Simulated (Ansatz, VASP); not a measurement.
**Two plane-wave programs on MgS**

```
Mg S
1.0
    -0.56381    2.35247    2.35247
     2.35247   -0.56381    2.35247
     2.35247    2.35247   -0.56381
Mg S
1 1
Cartesian
  0.0000 0.0000 0.0000
  2.0706 2.0706 2.0706
```

Alike in both runs: task single point; functional PBE; k mesh 8 × 8 × 8; occupations gaussian, width 0.05 eV; no spin polarisation.

|  | VASP | Ansatz |
| --- | --- | --- |
| version | VASP 6.6.1 | Ansatz 0.2.0 |
| potentials or method | VASP PAW PBE potentials, release 64 (Mg, S), cutoff 520 eV | scalar-relativistic, plane waves, PAW |
| valence electrons in the cell | 8 | 16 |

|  | VASP | Ansatz | Ansatz less VASP |
| --- | --- | --- | --- |
| gap on the k mesh at the Fermi level (eV) | 0.63 | 0.64 | +0.010 |
| least direct gap on the mesh (eV) | 1.52 | 1.53 | +0.012 |
| pressure (GPa) | 0.8 | 1.1 | +0.30 |
| traceless stress, the component that is largest in VASP (GPa) | 6.55 | 6.52 | -0.034 |

VASP's potentials hold 8 valence electrons a cell and Ansatz's 16, so a difference there can come from the potentials and not from the codes.
